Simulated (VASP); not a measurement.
A run of VASP 6.6.1 is set up as follows.

The input INCAR:

```
SYSTEM = TiSi16
PREC     = Accurate       ! precision mode
ENCUT    = 520            ! plane-wave cutoff, eV
EDIFF    = 1E-6           ! SCF threshold, eV
ISMEAR   = 0              ! smearing method
SIGMA    = 0.02           ! smearing width, eV
LREAL    = Auto         
LASPH    = .TRUE.         ! aspherical terms in the spheres
NELM     = 80             ! most SCF steps
ALGO     = Normal         ! electronic algorithm
ISIF     = 2              ! what is computed and relaxed
LWAVE    = .FALSE.        ! write WAVECAR
LCHARG   = .TRUE.         ! write CHGCAR
GGA      = PE             ! functional
LELF     = .TRUE.         ! ELF
LVHAR    = .TRUE.       
NBANDS   = 52             ! bands
```

The input KPOINTS:

```
Automatic mesh
0
G
  2 2 2
  0 0 0
```

Contents of POSCAR:

```
TiSi16
1.0
    0.0000000000      5.4300000000      5.4300000000
    5.4300000000      0.0000000000      5.4300000000
    5.4300000000      5.4300000000      0.0000000000
Si Ti
16 1
Direct
    0.0021310289     -0.0030798615      0.0098054971
    0.1253317948      0.1198474864      0.1442199359
   -0.0000603349      0.0076173583      0.5073138416
    0.1232941651      0.1266579719      0.6268079200
    0.0025287357      0.5048580356      0.0047986854
    0.1362729250      0.6247112269      0.1249121050
    0.0020946586      0.5097788398      0.4971334388
    0.1251506132      0.6444173839      0.6199837871
    0.5058775689     -0.0030237530      0.0097283224
    0.6284182538      0.1297374773      0.1281315405
    0.5059041729      0.0013366474      0.5015611887
    0.6380226571      0.1266072116      0.6267709343
    0.5067983282      0.5004056814      0.0007116513
    0.6287742437      0.6247191805      0.1249446779
    0.5057115467      0.5097014267      0.4972170998
    0.6283832215      0.6279000640      0.6300518007
    0.2518491409      0.2554957226      0.7554404635
```

Potentials or basis: VASP PAW PBE potentials, release 64 (Si, Ti_sv).

Run with:

```sh
$ cat potpaw_PBE.64/Si/POTCAR potpaw_PBE.64/Ti_sv/POTCAR > POTCAR
$ mpirun -np 1 vasp_std > vasp.out
```

Problem. What does it give for the largest force?

Solution. 0.009 eV/Å.

Problem. What does it give for the band gap on the k mesh?

Solution. Zero (band 38 reaches 6.96 eV, above the bottom of band 39 at 6.56 eV).

Problem. Predict the pressure.

Solution. 4.0 GPa.

Forces in eV/Å, atoms in the order of the input:
```
Si   0.002  0.000  0.001
Si   0.003  0.003 -0.004
Si   0.003  0.001  0.000
Si  -0.007 -0.003 -0.003
Si  -0.006 -0.001 -0.003
Si   0.003 -0.001  0.000
Si   0.001  0.002 -0.001
Si   0.002 -0.005  0.004
Si   0.001  0.000 -0.001
Si   0.002  0.000 -0.001
Si   0.005 -0.001  0.000
Si  -0.003 -0.001 -0.001
Si  -0.002  0.000  0.000
Si   0.004  0.003  0.004
Si   0.000  0.000 -0.001
Si   0.001 -0.002  0.001
Ti  -0.008  0.003  0.001
```

Caveat: the k points lie up to 0.50 Å⁻¹ apart.
